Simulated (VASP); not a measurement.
# TaN (P-62m) in VASP: notebook, part 2 of 2

VASP 6.6.1. Earlier steps stand in the parts before.

**5. Single point, PBEsol (biaxial strain in the a-b plane: +2.0 %, then relaxed in part)**

Input file INCAR:

```
SYSTEM = TaN
ALGO = Normal
EDIFF = 1E-6
ENCUT = 520
GGA = PS
ISIF = 2
ISMEAR = 0
LASPH = .True.
LCHARG = .False.
LREAL = .False.
LWAVE = .False.
NBANDS = 33
NELM = 60
PREC = Accurate
SIGMA = 0.1
```

Input file KPOINTS:

```
k-points
0
Gamma
  12 12 12
  0 0 0
```

Input file POSCAR:

```
TaN
1.0
    5.2824992862      0.0000000000      0.0000000000
   -2.6412496431      4.5747785773      0.0000000000
    0.0000000000      0.0000000000      2.8688232335
Ta N
3 3
Direct
    0.3333333333      0.6666666667      0.5000000000
    0.6666666667      0.3333333333      0.5000000000
    0.0000000000      0.0000000000      0.0000000000
    0.3908100626      0.0000000000      0.0000000000
    0.6091899374      0.6091899374      0.0000000000
    0.0000000000      0.3908100626      0.0000000000
```

Launch:

```bash
cat potpaw_PBE.64/Ta_pv/POTCAR potpaw_PBE.64/N/POTCAR > POTCAR
mpirun -np 1 vasp_std > vasp.out
```

Run time: 5.1 min. Hardware: 1 thread of Intel Xeon 8259CL, shared host; peak memory 0.36 GiB.

The run converged. Its results:

```yaml
Free_energy: -71.3515 eV
Pressure: -7.9 GPa
Band_gap_on_the_k_mesh: zero (bands 24 and 25 overlap by 2.95 eV)
```

Forces in eV/Å, atoms in the order of the input:
```
Ta   0.000  0.000  0.000
Ta   0.000  0.000  0.000
Ta   0.000  0.000  0.000
N    0.003  0.000  0.000
N   -0.001 -0.002  0.000
N   -0.001  0.002  0.000
```

Stress tensor (GPa, compression positive):
```
-12.21   0.00   0.00
  0.00 -12.21   0.00
  0.00   0.00   0.69
```

Levels at points of the mesh, in eV from the Fermi level:
```tsv
k point	band 20	band 21	band 22	band 23	band 24	band 25	band 26	band 27	band 28	band 29
(0.00, 0.00, 0.00)	-5.20	-4.25	-3.17	-2.25	-1.07	-1.07	0.74	0.74	1.21	1.93
(0.50, 0.00, 0.00)	-4.38	-4.14	-3.94	-3.03	-2.81	1.21	1.75	1.78	2.19	2.44
(0.00, 0.00, 0.50)	-4.60	-4.41	-2.89	-2.89	1.62	1.62	1.92	1.92	2.31	3.10
(0.50, 0.00, 0.50)	-4.74	-4.15	-3.28	-1.91	-1.13	0.37	1.16	2.93	3.00	3.26
```

Caveat: the cell differs from its parent crystal (biaxial strain in the a-b plane: +2.0 %, then relaxed in part); the stress differs along the axes, from -12 to 1 GPa; the PAW data sets were made with another functional, which shifts forces and pressure a little; spin-orbit coupling is left out, which moves the levels of the heavy elements.

**6. Single point, PBEsol (biaxial strain in the a-b plane: +3.0 %)**

Input file INCAR:

```
ALGO = Normal
EDIFF = 1E-6
ENCUT = 520
GGA = PS
ISIF = 2
ISMEAR = 0
LASPH = True
LCHARG = True
LELF = True
LREAL = False
LVHAR = True
LWAVE = False
NBANDS = 33
NELM = 60
PREC = Accurate
SIGMA = 0.1
```

Input file KPOINTS:

```
k-points
0
Gamma
  12 12 12
```

POSCAR: that of step 5 with these lines changed.

```diff
@@ -2,5 +2,5 @@
 1.0
-    5.2824992862      0.0000000000      0.0000000000
-   -2.6412496431      4.5747785773      0.0000000000
-    0.0000000000      0.0000000000      2.8688232335
+    5.3342884949      0.0000000000      0.0000000000
+   -2.6671442474      4.6196293477      0.0000000000
+    0.0000000000      0.0000000000      2.8438693280
 Ta N
```

Potentials or basis: VASP PAW PBE potentials, release 64 (Ta_pv, N).

Launch:

```bash
cat potpaw_PBE.64/Ta_pv/POTCAR potpaw_PBE.64/N/POTCAR > POTCAR
mpirun -np 1 vasp_std > vasp.out
```

Wall time 5.4 min (1 thread of Intel Xeon 8259CL, shared host); peak memory 0.36 GiB.

The run converged. Its results:

- Free energy: -71.2154 eV
- Pressure: -10.6 GPa
- Largest force: 0.101 eV/Å
- Band gap on the k mesh: zero (bands 24 and 25 overlap by 2.84 eV)

Forces in eV/Å, atoms in the order of the input:
```
Ta   0.000  0.000  0.000
Ta   0.000  0.000  0.000
Ta   0.000  0.000  0.000
N   -0.101  0.000  0.000
N    0.050  0.087  0.000
N    0.050 -0.087  0.000
```

Stress tensor (GPa, compression positive):
```
-17.85   0.00   0.00
  0.00 -17.85   0.00
  0.00   0.00   3.99
```

Levels at points of the mesh, in eV from the Fermi level:
| k point | band 20 | band 21 | band 22 | band 23 | band 24 | band 25 | band 26 | band 27 | band 28 | band 29 |
| --- | --- | --- | --- | --- | --- | --- | --- | --- | --- | --- |
| (0.00, 0.00, 0.00) | -5.19 | -4.16 | -3.00 | -2.37 | -1.08 | -1.08 | 0.93 | 0.93 | 0.94 | 1.86 |
| (0.50, 0.00, 0.00) | -4.21 | -4.16 | -3.90 | -3.04 | -2.81 | 1.29 | 1.72 | 1.87 | 2.07 | 2.54 |
| (0.00, 0.00, 0.50) | -4.56 | -4.35 | -2.84 | -2.84 | 1.53 | 1.53 | 1.82 | 1.82 | 2.54 | 3.08 |
| (0.50, 0.00, 0.50) | -4.68 | -4.14 | -3.22 | -1.80 | -1.18 | 0.38 | 1.13 | 2.81 | 2.91 | 3.22 |

Caveat: the cell differs from its parent crystal (biaxial strain in the a-b plane: +3.0 %); the stress differs along the axes, from -18 to 4 GPa; the PAW data sets were made with another functional, which shifts forces and pressure a little; spin-orbit coupling is left out, which moves the levels of the heavy elements.

**7. Single point, PBEsol (biaxial strain in the a-b plane: +3.0 %, then relaxed in part)**

Input file INCAR:

```
SYSTEM = TaN
PREC = Accurate
ENCUT = 520
EDIFF = 1E-7
ISMEAR = 0
SIGMA = 0.1
LREAL = .FALSE.
LASPH = .TRUE.
NELM = 60
ALGO = Normal
ISIF = 2
LWAVE = .FALSE.
LCHARG = .TRUE.
GGA = PS
LELF = .TRUE.
LVHAR = .TRUE.
NBANDS = 33
```

Input file KPOINTS:

```
regular mesh
0
G
  12 12 12
  0 0 0
```

Input file POSCAR:

```
TaN
1.0
    5.3342884949      0.0000000000      0.0000000000
   -2.6671442474      4.6196293477      0.0000000000
    0.0000000000      0.0000000000      2.8573900951
Ta N
3 3
Direct
    0.3333333333      0.6666666667      0.5000000000
    0.6666666667      0.3333333333      0.5000000000
    0.0000000000      0.0000000000      0.0000000000
    0.3897132172      0.0000000000      0.0000000000
    0.6102867828      0.6102867828      0.0000000000
    0.0000000000      0.3897132172      0.0000000000
```

Potentials or basis: VASP PAW PBE potentials, release 64 (Ta_pv, N).

Launch:

```bash
cat potpaw_PBE.64/Ta_pv/POTCAR potpaw_PBE.64/N/POTCAR > POTCAR
mpirun -np 1 vasp_std > vasp.out
```

OUTCAR:

```text
SYSTEM = TaN
   PREC = Accurate
   ENCUT = 520
   EDIFF = 1E-7
   ISMEAR = 0
   LREAL = .FALSE.
   LASPH = .TRUE.
   NELM = 60
   ISIF = 2
   GGA = PS

 ion  position               nearest neighbor table
   1  0.333  0.667  0.500-   4 2.18   4 2.18   6 2.18   6 2.18   5 2.18   5 2.18   2 3.08   2 3.08
                             2 3.08   3 3.40   3 3.40   3 3.40   3 3.40   3 3.40   3 3.40
   2  0.667  0.333  0.500-   6 2.18   6 2.18   4 2.18   4 2.18   5 2.18   5 2.18   1 3.08   1 3.08
                             1 3.08   3 3.40   3 3.40   3 3.40   3 3.40   3 3.40   3 3.40
   3  0.000  0.000  0.000-   6 2.08   4 2.08   5 2.08   2 3.40   1 3.40   1 3.40   2 3.40   1 3.40
                             1 3.40   2 3.40   2 3.40   2 3.40   2 3.40   1 3.40   1 3.40
   4  0.390  0.000  0.000-   3 2.08   1 2.18   1 2.18   2 2.18   2 2.18
   5  0.610  0.610  0.000-   3 2.08   2 2.18   2 2.18   1 2.18   1 2.18
   6  0.000  0.390  0.000-   3 2.08   2 2.18   2 2.18   1 2.18   1 2.18

  LATTYP: Found a hexagonal cell.
 ALAT       =     5.3342884949
 C/A-ratio  =     0.5356647091

  Lattice vectors:

 A1 = (   5.3342884949,   0.0000000000,   0.0000000000)
 A2 = (  -2.6671442474,   4.6196293477,   0.0000000000)
 A3 = (   0.0000000000,   0.0000000000,   2.8573900951)

[... 182 lines left out ...]

 E-fermi :   7.8914     XC(G=0): -12.9714

 val. band max:        7.8138960696   @ k =   0.2500   0.0000   0.1667
 cond. band min:       7.8980540946   @ k =   0.2500   0.0000   0.5000
 fundamental gap:      0.0841580251
 Fermi energy:         7.8913997376

 k-point     1 :       0.0000    0.0000    0.0000
  band No.  band energies     occupation
      1     -28.3634      2.00000
      2     -28.3634      2.00000
      3     -28.0665      2.00000
      4     -28.0665      2.00000
      5     -27.8044      2.00000
      6     -27.7260      2.00000
[... 853 lines left out ...]
     32      11.2902      0.00000
     33      11.6047      0.00000

 [... further k-points ...]
[... 5 lines left out ...]
  --------------------------------------------------------------------------------------
  -------------------------------------------------------------------------------------
  Total       -8.0138672     -8.0138672      0.2842638     -0.0000000      0.0000000      0.0000000
  in kB     -182.3473929   -182.3473929      6.4681343     -0.0000000      0.0000000      0.0000000
  external PRESSURE =    -119.4088838 kB  Pullay stress =       0.0000000 kB

 VOLUME and BASIS-vectors are now :
 -----------------------------------------------------------------------------
  energy-cutoff  :      520.00
  volume of cell :       70.41
      direct lattice vectors                 reciprocal lattice vectors
     5.334288495  0.000000000  0.000000000     0.187466426  0.108233792  0.000000000
    -2.667144247  4.619629348  0.000000000     0.000000000  0.216467583  0.000000000
     0.000000000  0.000000000  2.857390095     0.000000000  0.000000000  0.349969716

 POSITION                                       TOTAL-FORCE (eV/Angst)
 -----------------------------------------------------------------------------------
     -0.00000      3.07975      1.42870        -0.000000     -0.000000      0.000000
      2.66714      1.53988      1.42870        -0.000000     -0.000000      0.000000
      0.00000      0.00000      0.00000        -0.000000     -0.000000      0.000000
      2.07884      0.00000      0.00000        -0.000078     -0.000000      0.000000
      1.62772      2.81930      0.00000         0.000039      0.000068      0.000000
     -1.03942      1.80033      0.00000         0.000039     -0.000068      0.000000
 -----------------------------------------------------------------------------------
    total drift:                               -0.000000     -0.000000      0.000000

  FREE ENERGIE OF THE ION-ELECTRON SYSTEM (eV)
  ---------------------------------------------------
  free  energy   TOTEN  =       -71.2213365227 eV

  energy  without entropy=      -71.2184490741  energy(sigma->0) =      -71.21989280
```

OSZICAR:

```text
N       E                     dE             d eps       ncg     rms          rms(c)
DAV:   1     0.437935226029E+03    0.43794E+03   -0.26111E+04  8786   0.152E+03
DAV:   2    -0.516305105944E+02   -0.48957E+03   -0.46623E+03 10091   0.444E+02
DAV:   3    -0.797270237907E+02   -0.28097E+02   -0.27647E+02 10638   0.103E+02
DAV:   4    -0.803067959467E+02   -0.57977E+00   -0.57559E+00 11151   0.145E+01
DAV:   5    -0.803200671243E+02   -0.13271E-01   -0.13253E-01 11148   0.174E+00    0.411E+01
DAV:   6    -0.715863637332E+02    0.87337E+01   -0.45527E+01 11266   0.354E+01    0.173E+01
DAV:   7    -0.713136539899E+02    0.27271E+00   -0.22647E+00 10736   0.804E+00    0.101E+01
DAV:   8    -0.712389349091E+02    0.74719E-01   -0.41862E-01 10795   0.375E+00    0.107E+00
DAV:   9    -0.712223124927E+02    0.16622E-01   -0.46857E-02 11154   0.131E+00    0.383E-01
DAV:  10    -0.712216016262E+02    0.71087E-03   -0.11597E-02 10961   0.526E-01    0.201E-01
DAV:  11    -0.712213890928E+02    0.21253E-03   -0.25231E-03 11359   0.305E-01    0.511E-02
DAV:  12    -0.712213361366E+02    0.52956E-04   -0.24874E-04 10719   0.885E-02    0.179E-02
DAV:  13    -0.712213365201E+02   -0.38346E-06   -0.19577E-05 11433   0.243E-02    0.434E-03
DAV:  14    -0.712213366607E+02   -0.14060E-06   -0.74240E-07 11155   0.587E-03    0.154E-03
DAV:  15    -0.712213365210E+02    0.13970E-06   -0.95536E-08  6354   0.226E-03    0.326E-04
DAV:  16    -0.712213365227E+02   -0.16889E-08   -0.30253E-08  5562   0.951E-04
   1 F= -.71221337E+02 E0= -.71219893E+02  d E =-.288745E-02
```

stdout:

```text
POSCAR found type information on POSCAR TaN
 POSCAR found :  2 types and       6 ions
 scaLAPACK will be used
 -----------------------------------------------------------------------------
|                                                                             |
|                                                                             |
|     You enforced a specific xc type in the INCAR file but a different       |
|     I HOPE YOU KNOW WHAT YOU ARE DOING!                                     |
|                                                                             |
 -----------------------------------------------------------------------------

 LDA part: xc-table for (Slater+PW92), standard interpolation
 POSCAR, INCAR and KPOINTS ok, starting setup
 FFT: planning ... GRIDC
 FFT: planning ... GRID_SOFT
 FFT: planning ... GRID
 WAVECAR not read
 entering main loop
```

It took 6.4 min on 1 thread of Intel Xeon 8259CL, shared host; peak memory 0.36 GiB.

Results:

- Free energy: -71.2213 eV
- Pressure: -11.9 GPa
- Band gap on the k mesh: zero (bands 24 and 25 overlap by 2.83 eV)

Levels at points of the mesh, in eV from the Fermi level:
| k point | band 20 | band 21 | band 22 | band 23 | band 24 | band 25 | band 26 | band 27 | band 28 | band 29 |
| --- | --- | --- | --- | --- | --- | --- | --- | --- | --- | --- |
| (0.00, 0.00, 0.00) | -5.18 | -4.17 | -3.03 | -2.32 | -1.07 | -1.07 | 0.87 | 0.87 | 0.98 | 1.88 |
| (0.50, 0.00, 0.00) | -4.18 | -4.16 | -3.88 | -3.03 | -2.80 | 1.25 | 1.73 | 1.83 | 2.06 | 2.49 |
| (0.00, 0.00, 0.50) | -4.56 | -4.37 | -2.81 | -2.81 | 1.54 | 1.54 | 1.84 | 1.84 | 2.48 | 3.05 |
| (0.50, 0.00, 0.50) | -4.67 | -4.12 | -3.20 | -1.81 | -1.14 | 0.37 | 1.12 | 2.81 | 2.91 | 3.20 |

Caveat: the cell differs from its parent crystal (biaxial strain in the a-b plane: +3.0 %, then relaxed in part); the stress differs along the axes, from -18 to 1 GPa; the PAW data sets were made with another functional, which shifts forces and pressure a little; spin-orbit coupling is left out, which moves the levels of the heavy elements.

**8. Overview**

| potentials or basis | cell | cutoff (eV) | gap on the mesh (eV) | pressure (GPa) | largest force (eV/Å) |
| --- | --- | --- | --- | --- | --- |
| VASP PAW PBE potentials, release 64 (Ta_sv_GW, N) | a = 5.024, b = 5.024, c = 2.945 Å, angles 90.0, 90.0, 120.0°, 6 atoms, atomic positions A | 700 | none | 15.2 | 0.01 |
| VASP PAW PBE potentials, release 64 (Ta_sv_GW, N) | a = 5.215, b = 5.215, c = 2.809 Å, angles 90.0, 90.0, 120.0°, 6 atoms, atomic positions B | 700 | none | 6.9 | - |
| VASP PAW PBE potentials, release 64 (Ta_pv, N) | a = 5.282, b = 5.282, c = 2.861 Å, angles 90.0, 90.0, 120.0°, 6 atoms, atomic positions C | 520 | none | -7.2 | 0.11 |
| VASP PAW PBE potentials, release 64 (Ta_pv, N) | a = 5.282, b = 5.282, c = 2.869 Å, angles 90.0, 90.0, 120.0°, 6 atoms, atomic positions D | 520 | none | -7.9 | - |
| VASP PAW PBE potentials, release 64 (Ta_pv, N) | a = 5.334, b = 5.334, c = 2.844 Å, angles 90.0, 90.0, 120.0°, 6 atoms, atomic positions D | 520 | none | -10.6 | 0.10 |
| VASP PAW PBE potentials, release 64 (Ta_pv, N) | a = 5.334, b = 5.334, c = 2.857 Å, angles 90.0, 90.0, 120.0°, 6 atoms, atomic positions E | 520 | none | -11.9 | - |

Alike in all rows: task single point; level PBEsol; no spin polarisation; k mesh 12 × 12 × 12; smearing gaussian 0.1 eV.

Caveats: the PAW data sets were made with another functional, which shifts forces and pressure a little; spin-orbit coupling is left out, which moves the levels of the heavy elements; the stress differs along the axes, from 0 to 23 GPa (at least some runs); the stress differs along the axes, from 0 to 20 GPa (at least some runs); the stress differs along the axes, from -12 to 3 GPa (at least some runs); the stress differs along the axes, from -12 to 1 GPa (at least some runs); the stress differs along the axes, from -18 to 4 GPa (at least some runs).

Total energies depend on the potentials used, so only differences within one code and one set of settings carry meaning.

The gap in the log of VASP goes by the Fermi energy; the results here count the filled bands.